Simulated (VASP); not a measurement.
# Gd (Fm-3m) in VASP: a series of runs

Gd is run at these levels: PBE; tasks: single point, relaxation of cell and atoms.

All numbers are computed with VASP 6.6.1; they aren't measurements. Logs are shortened: lines on timing, memory, paths and dates and some standing lists are left out, and cuts for length are marked.

### Step 1. The cell of the first run

It takes space group Fm-3m (No. 225, cubic). The conventional cell has a = 3.863 Å, b = 3.863 Å, c = 3.863 Å, α = 90.00°, β = 90.00°, γ = 90.00°. Within 3.6 Å of Gd (site symmetry m-3m) lie 12 Gd at 2.73 Å.

### Step 2. Single point, PBE, collinear spin, ferromagnetic start

Input file INCAR:

```
ALGO = Normal
EDIFF = 1E-6
ENCUT = 520
GGA = PE
ISIF = 2
ISMEAR = -1
ISPIN = 2
LASPH = True
LCHARG = False
LMAXMIX = 6
LORBIT = 11
LREAL = False
LWAVE = False
MAGMOM = 7
NBANDS = 19
NELM = 150
PREC = Accurate
SIGMA = 0.08
```

Input file KPOINTS:

```
k-points
0
Gamma
  17 17 17
```

Input file POSCAR:

```
Gd
1.0
    0.0000000000      1.9313143782      1.9313143782
    1.9313143782      0.0000000000      1.9313143782
    1.9313143782      1.9313143782      0.0000000000
Gd
1
Direct
    0.0000000000      0.0000000000      0.0000000000
```

Potentials or basis: VASP PAW PBE potentials, release 64 (Gd).

Run with:

```sh
cat potpaw_PBE.64/Gd/POTCAR > POTCAR
mpirun -np 1 vasp_std > vasp.out
```

OUTCAR:

```text
EDIFF = 1E-6
   ENCUT = 520
   GGA = PE
   ISIF = 2
   ISMEAR = -1
   ISPIN = 2
   LASPH = True
   LORBIT = 11
   LREAL = False
   NELM = 150
   PREC = Accurate

 ion  position               nearest neighbor table
   1  0.000  0.000  0.000-

  LATTYP: Found a face centered cubic cell.
 ALAT       =     3.8626287564

  Lattice vectors:

 A1 = (   0.0000000000,   1.9313143782,   1.9313143782)
 A2 = (   1.9313143782,   0.0000000000,   1.9313143782)
 A3 = (   1.9313143782,   1.9313143782,   0.0000000000)

Analysis of symmetry for initial positions (statically):
=====================================================================
 Subroutine PRICEL returns:
 Original cell was already a primitive cell.

 Routine SETGRP: Setting up the symmetry group for a
 face centered cubic supercell.

 Subroutine GETGRP returns: Found 48 space group operations
 (whereof 48 operations were pure point group operations)
 out of a pool of 48 trial point group operations.

The static configuration has the point symmetry O_h .

Analysis of symmetry for dynamics (positions and initial velocities):
=====================================================================
 Subroutine PRICEL returns:
 Original cell was already a primitive cell.

 Routine SETGRP: Setting up the symmetry group for a
 face centered cubic supercell.

 Subroutine GETGRP returns: Found 48 space group operations
 (whereof 48 operations were pure point group operations)
 out of a pool of 48 trial point group operations.

The dynamic configuration has the point symmetry O_h .

Analysis of structural, dynamic, and magnetic symmetry:
=====================================================================
 Subroutine PRICEL returns:
 Original cell was already a primitive cell.

 Routine SETGRP: Setting up the symmetry group for a
 face centered cubic supercell.

 Subroutine GETGRP returns: Found 48 space group operations
 (whereof 48 operations were pure point group operations)
 out of a pool of 48 trial point group operations.

The overall configuration has the point symmetry O_h .

 Subroutine INISYM returns: Found 48 space group operations
 (whereof 48 operations are pure point group operations),
 and found     1 'primitive' translations

----------------------------------------------------------------------------------------

                                     Primitive cell

  volume of cell :      14.4075

  direct lattice vectors                    reciprocal lattice vectors
     0.000000000  1.931314378  1.931314378    -0.258891046  0.258891046  0.258891046
     1.931314378  0.000000000  1.931314378     0.258891046 -0.258891046  0.258891046
     1.931314378  1.931314378  0.000000000     0.258891046  0.258891046 -0.258891046

  length of vectors
     2.731290987  2.731290987  2.731290987     0.448412446  0.448412446  0.448412446

  position of ions in fractional coordinates (direct lattice)
     0.000000000  0.000000000  0.000000000

  ion indices of the primitive-cell ions
   primitive index   ion index
                 1           1

----------------------------------------------------------------------------------------

 KPOINTS: k-points

Automatic generation of k-mesh.
 Grid dimensions read from file:
 generate k-points for:   17   17   17

 Generating k-lattice:

  Cartesian coordinates                     Fractional coordinates (reciprocal lattice)
    -0.015228885  0.015228885  0.015228885     0.058823529  0.000000000  0.000000000
     0.015228885 -0.015228885  0.015228885     0.000000000  0.058823529  0.000000000
     0.015228885  0.015228885 -0.015228885     0.000000000  0.000000000  0.058823529

  Length of vectors
     0.026377203  0.026377203  0.026377203

  Shift w.r.t. Gamma in fractional coordinates (k-lattice)
     0.000000000  0.000000000  0.000000000

 Subroutine IBZKPT returns following result:
 ===========================================

 Found    165 irreducible k-points:

 Following reciprocal coordinates:
            Coordinates               Weight
  0.000000  0.000000  0.000000      1.000000
  0.058824  0.000000  0.000000      8.000000
  0.117647  0.000000  0.000000      8.000000
  0.176471  0.000000  0.000000      8.000000
  0.235294  0.000000  0.000000      8.000000
  0.294118  0.000000  0.000000      8.000000
[... 16 lines left out ...]
 -0.176471  0.058824  0.000000     24.000000
 -0.117647  0.058824  0.000000     24.000000
 [... further k-points ...]
   k-points           NKPTS =    165   k-points in BZ     NKDIM =    165   number of bands    NBANDS=     19
   number of dos      NEDOS =    301   number of ions     NIONS =      1
   total plane-waves  NPLWV =   8000
   dimension x,y,z NGX =    20 NGY =   20 NGZ =   20
   dimension x,y,z NGXF=    40 NGYF=   40 NGZF=   40
   ions per type =               1
   NGX,Y,Z   is equivalent  to a cutoff of  12.17, 12.17, 12.17 a.u.
   NGXF,Y,Z  is equivalent  to a cutoff of  24.35, 24.35, 24.35 a.u.
 SYSTEM =  unknown system
   PREC   = accura    normal or accurate (medium, high low for compatibility)
   ISTART =      0    job   : 0-new  1-cont  2-samecut
   ICHARG =      2    charge: 1-file 2-atom 10-const
   ISPIN  =      2    spin polarized calculation?
   LNONCOLLINEAR =      F non collinear calculations
   LSORBIT =      F    spin-orbit coupling
   LASPH  =      T    aspherical Exc in radial PAW
   ENCUT  =  520.0 eV  38.22 Ry    6.18 a.u.   5.08  5.08  5.08*2*pi/ulx,y,z
   NELM   =    150;   NELMIN=  2; NELMDL= -5     # of ELM steps
   EDIFF  = 0.1E-05   stopping-criterion for ELM
   LREAL  =      F    real-space projection
   EDIFFG = 0.1E-04   stopping-criterion for IOM
   NSW    =      0    number of steps for IOM
   IBRION =     -1    ionic relax: 0-MD 1-quasi-New 2-CG
   NFREE  =      0    steps in history (QN), initial steepest desc. (CG)
   ISIF   =      2    stress and relaxation
   ISYM   =      2    0-nonsym 1-usesym 2-fastsym
   POTIM  = 0.5000    time-step for ionic-motion
   TEBEG  =    0.0;   TEEND  =   0.0 temperature during run
   PSTRESS=    0.0 pullay stress
   NELECT =      18.0000    total number of electrons
   NUPDOWN=      -1.0000    fix difference up-down
   EMIN   =  10.00;   EMAX   =-10.00  energy-range for DOS
   EFERMI =   0.00;   METHOD = LEGACY
   ISMEAR =    -1;   SIGMA  =   0.08  broadening in eV -4-tet -1-fermi 0-gaus
   EFERMI_NEDOS =   21; number of points for ismear=-14 and -15
   IALGO  =     38    algorithm
   IMIX   =      4    mixing-type and parameters
     AMIX     =   0.40;   BMIX     =  1.00
     AMIX_MAG =   1.60;   BMIX_MAG =  1.00
  volume/ion in A,a.u.               =      14.41        97.23
  Fermi-wavevector in a.u.,A,eV,Ry     =   1.763205  3.331973 42.299019  3.108890
  Thomas-Fermi vector in A             =   2.831426
   LORBIT       =     11    0 simple, 1 ext, 2 COOP (PROOUT), +10 PAW based schemes
   GGA     = PE    functional components
   LHFCALC =     F    Hartree Fock is set to
   AEXX    =    0.0000 exact exchange contribution
   IVDW    =     0    specifies the selected vdW correction
   LEPSILON=     F    determine dielectric tensor
   LRPA    =     F    only Hartree local field effects (RPA)
 spin polarized calculation
  energy-cutoff  :      520.00
  volume of cell :       14.41
 maximum number of plane-waves:       398
   NGX = 11   NGY = 11   NGZ = 11

 number of electron      17.9999992 magnetization       6.5914636

 Free energy of the ion-electron system (eV)
  ---------------------------------------------------
  ext. energy  EPLUGINS =         0.00000000
  ---------------------------------------------------
  free energy    TOTEN  =        -8.50011090 eV

  energy without entropy =       -8.48156684  energy(sigma->0) =       -8.49083887

 E-fermi :   8.2502     XC(G=0): -14.4668

 val. band max:        8.2455426382   @ k =  -0.3529   0.2353   0.0588
 cond. band min:       8.2589492763   @ k =  -0.1765   0.1765   0.0588
 fundamental gap:      0.0134066381
 Fermi energy:         8.2501793892

 spin component 1

 k-point     1 :       0.0000    0.0000    0.0000
  band No.  band energies     occupation
      1     -37.2637      1.00000
      2     -10.8989      1.00000
      3     -10.8989      1.00000
      4     -10.8989      1.00000
      5       4.0673      1.00000
      6       4.6969      1.00000
[... 11 lines left out ...]
     18      21.7528      0.00000
     19      27.8126      0.00000

 k-point     2 :       0.0588    0.0000    0.0000
  band No.  band energies     occupation
      1     -37.2213      1.00000
      2     -11.1874      1.00000
      3     -10.9289      1.00000
      4     -10.9289      1.00000
      5       4.0631      1.00000
      6       4.6842      1.00000
[... 11 lines left out ...]
     18      22.1768      0.00000
     19      26.8407      0.00000

 k-point     3 :       0.1176    0.0000    0.0000
  band No.  band energies     occupation
      1     -37.0980      1.00000
      2     -11.9644      1.00000
      3     -11.0144      1.00000
      4     -11.0144      1.00000
      5       4.0558      1.00000
      6       4.6500      1.00000
[... 11 lines left out ...]
     18      23.2157      0.00000
     19      25.6015      0.00000

 k-point     4 :       0.1765    0.0000    0.0000
  band No.  band energies     occupation
      1     -36.9051      1.00000
      2     -13.0347      1.00000
      3     -11.1410      1.00000
      4     -11.1410      1.00000
      5       4.0507      1.00000
      6       4.6026      1.00000
[... 407 lines left out ...]
     18      22.7315      0.00000
     19      29.3602      0.00000

 k-point    23 :      -0.1765    0.0588    0.0000
  band No.  band energies     occupation
      1     -36.7954      1.00000
      2     -13.4645      1.00000
      3     -11.4729      1.00000
      4     -11.0968      1.00000
      5       4.0796      1.00000
      6       4.5665      1.00000
[... 11 lines left out ...]
     18      23.5554      0.00000
     19      26.8530      0.00000

 k-point    24 :      -0.1176    0.0588    0.0000
  band No.  band energies     occupation
      1     -37.0053      1.00000
      2     -12.3942      1.00000
      3     -11.2854      1.00000
      4     -10.9848      1.00000
      5       4.0651      1.00000
      6       4.6169      1.00000
[... 11 lines left out ...]
     18      23.9063      0.00000
     19      25.5306      0.00000

 [... further k-points ...]

 spin component 2

 k-point     1 :       0.0000    0.0000    0.0000
  band No.  band energies     occupation
      1     -34.5890      1.00000
      2      -8.5734      1.00000
      3      -8.5734      1.00000
      4      -8.5734      1.00000
      5       5.8827      1.00000
      6       8.1486      0.78069
[... 11 lines left out ...]
     18      23.0286      0.00000
     19      28.7794      0.00000

 k-point     2 :       0.0588    0.0000    0.0000
  band No.  band energies     occupation
      1     -34.5412      1.00000
      2      -8.9075      1.00000
      3      -8.6073      1.00000
      4      -8.6073      1.00000
      5       6.2007      1.00000
      6       8.0387      0.93363
[... 11 lines left out ...]
     18      23.4087      0.00000
     19      27.6206      0.00000

 k-point     3 :       0.1176    0.0000    0.0000
  band No.  band energies     occupation
      1     -34.4020      1.00000
      2      -9.7955      1.00000
      3      -8.7033      1.00000
      4      -8.7033      1.00000
      5       6.8422      1.00000
      6       7.9423      0.97914
[... 11 lines left out ...]
     18      24.3410      0.00000
     19      26.3804      0.00000

 k-point     4 :       0.1765    0.0000    0.0000
  band No.  band energies     occupation
      1     -34.1832      1.00000
      2     -10.9985      1.00000
      3      -8.8450      1.00000
      4      -8.8450      1.00000
      5       6.8301      1.00000
      6       8.5809      0.01576
[... 407 lines left out ...]
     18      23.7431      0.00000
     19      30.2642      0.00000

 k-point    23 :      -0.1765    0.0588    0.0000
  band No.  band energies     occupation
      1     -34.0583      1.00000
      2     -11.4746      1.00000
      3      -9.2293      1.00000
      4      -8.7903      1.00000
      5       6.9316      1.00000
      6       8.7285      0.00252
[... 11 lines left out ...]
     18      24.4975      0.00000
     19      27.7672      0.00000

 k-point    24 :      -0.1176    0.0588    0.0000
  band No.  band energies     occupation
      1     -34.2971      1.00000
      2     -10.2784      1.00000
      3      -9.0177      1.00000
      4      -8.6659      1.00000
      5       7.2035      1.00000
      6       7.9235      0.98342
[... 11 lines left out ...]
     18      24.9571      0.00000
     19      26.3380      0.00000

 [... further k-points ...]
[... 5 lines left out ...]
  --------------------------------------------------------------------------------------
  -------------------------------------------------------------------------------------
  Total        9.1067808      9.1067808      9.1067808      0.0000000     -0.0000000     -0.0000000
  in kB     1012.7133803   1012.7133803   1012.7133803      0.0000000     -0.0000000     -0.0000000
  external PRESSURE =    1012.7133803 kB  Pullay stress =       0.0000000 kB

 VOLUME and BASIS-vectors are now :
 -----------------------------------------------------------------------------
  energy-cutoff  :      520.00
  volume of cell :       14.41
      direct lattice vectors                 reciprocal lattice vectors
     0.000000000  1.931314378  1.931314378    -0.258891046  0.258891046  0.258891046
     1.931314378  0.000000000  1.931314378     0.258891046 -0.258891046  0.258891046
     1.931314378  1.931314378  0.000000000     0.258891046  0.258891046 -0.258891046

 POSITION                                       TOTAL-FORCE (eV/Angst)
 -----------------------------------------------------------------------------------
      0.00000      0.00000      0.00000         0.000000     -0.000000      0.000000
 -----------------------------------------------------------------------------------
    total drift:                                0.000000     -0.000000     -0.000000

  FREE ENERGIE OF THE ION-ELECTRON SYSTEM (eV)
  ---------------------------------------------------
  free  energy   TOTEN  =        -8.5001109018 eV

  energy  without entropy=       -8.4815668440  energy(sigma->0) =       -8.49083887

 total charge

# of ion       s       p       d       f       tot
--------------------------------------------------
    1        2.098   5.514   1.317   7.205  16.135

 magnetization (x)

# of ion       s       p       d       f       tot
--------------------------------------------------
    1        0.026  -0.053   0.036   6.417   6.426
```

Run time: 2.8 min. Hardware: 1 thread of Oxide Virtual Turin-like, shared host; peak memory 0.17 GiB.

Results:

- Free energy: -8.5001 eV
- Pressure: 101.3 GPa
- Net moment: 6.59 μB per cell
- Site moments: Gd +6.43 μB
- Valence electrons inside the program's atomic spheres: Gd 16.14

Caveat: spin-orbit coupling is left out, which moves the levels of the heavy elements.

### Step 3. Single point, PBE, collinear spin, ferromagnetic start

Input file INCAR:

```
SYSTEM = Gd
  PREC = Accurate
  ENCUT = 520
  EDIFF = 1E-6
  ISMEAR = -1
  SIGMA = 0.08
  LREAL = .False.
  LASPH = .True.
  NELM = 150
  ALGO = Normal
  ISIF = 2
  LWAVE = .False.
  LCHARG = .True.
  ISPIN = 2
  MAGMOM = 7
  LORBIT = 11
  LMAXMIX = 6
  GGA = PE
  LELF = .True.
  LVHAR = .True.
  NBANDS = 19
```

Input file KPOINTS:

```
regular mesh
0
Gamma
  17 17 17
  0 0 0
```

Input file POSCAR:

```
Gd
1.0
    0.0000000000      1.9314750806      1.9314750806
    1.9314750806      0.0000000000      1.9314750806
    1.9314750806      1.9314750806      0.0000000000
Gd
1
Direct
    0.0000000000      0.0000000000      0.0000000000
```

Potentials or basis: VASP PAW PBE potentials, release 64 (Gd).

Run with:

```sh
cat potpaw_PBE.64/Gd/POTCAR > POTCAR
mpirun -np 1 vasp_std > vasp.out
```

Run time: 3.1 min. Hardware: 1 thread of Oxide Virtual Turin-like, shared host; peak memory 0.17 GiB.

It converged, with:

| Item | Value |
| --- | --- |
| Free energy | -8.5024 eV |
| Pressure | 101.4 GPa |
| Net moment | 6.59 μB per cell |
| Site moments | Gd +6.43 μB |
| Valence electrons inside the program's atomic spheres | Gd 16.13 |

Levels at points of the mesh, in eV from the Fermi level:
Spin up:
```tsv
k point	band 10	band 11	band 12	band 13	band 14	band 15
(0.00, 0.00, 0.00)	-2.77	-2.77	-2.77	1.81	1.81	1.81
```
Spin down:
| k point | band 4 | band 5 | band 6 | band 7 | band 8 | band 9 |
| --- | --- | --- | --- | --- | --- | --- |
| (0.00, 0.00, 0.00) | -16.82 | -2.37 | -0.10 | 1.12 | 1.12 | 1.12 |

Caveat: spin-orbit coupling is left out, which moves the levels of the heavy elements.

(Continued in part 2 of 2.)
